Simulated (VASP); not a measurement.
**Pd: single point with PBE0**

The system is Pd.

```xyz
2
Lattice="2.7196 0.0000 0.0000 -1.3598 2.3552 0.0000 0.0000 0.0000 4.6302" Properties=species:S:1:pos:R:3 pbc="T T T"
Pd    0.0000    1.5701    1.1576
Pd    1.3598    0.7851    3.4727
```

This isn't the form of Pd at room conditions, which is fcc.

```
Program             : VASP 6.6.1
Task                : single point
Functional          : PBE0
Potentials or basis : VASP PAW PBE potentials, release 64 (Pd)
Cutoff              : 400 eV
k mesh              : 6 × 6 × 3
Occupations         : fermi-dirac, width 0.05 eV
Spin                : no spin polarisation
```

```yaml
Pressure: -0.4 GPa
Band_gap_on_the_k_mesh: zero (bands 10 and 11 overlap by 1.71 eV)
```

Stress tensor (GPa, compression positive):
```
-0.40  0.00  0.00
 0.00 -0.40  0.00
 0.00  0.00 -0.32
```

Levels at points of the mesh, in eV from the Fermi level:
```tsv
k point	band 8	band 9	band 10	band 11	band 12	band 13
(0.00, 0.00, 0.00)	-2.67	-2.67	-1.10	-1.10	1.48	8.31
(0.50, 0.00, 0.00)	-0.96	0.24	0.41	3.55	5.90	11.38
```

Wall time 20 min on 1 thread of Intel Xeon 8259CL, on a shared host, peak memory 0.14 GiB.

Caveat: the k points lie up to 0.45 Å⁻¹ apart, too coarse for converged energies and pressures of a metal; the PAW data sets were made with another functional, which shifts forces and pressure a little.
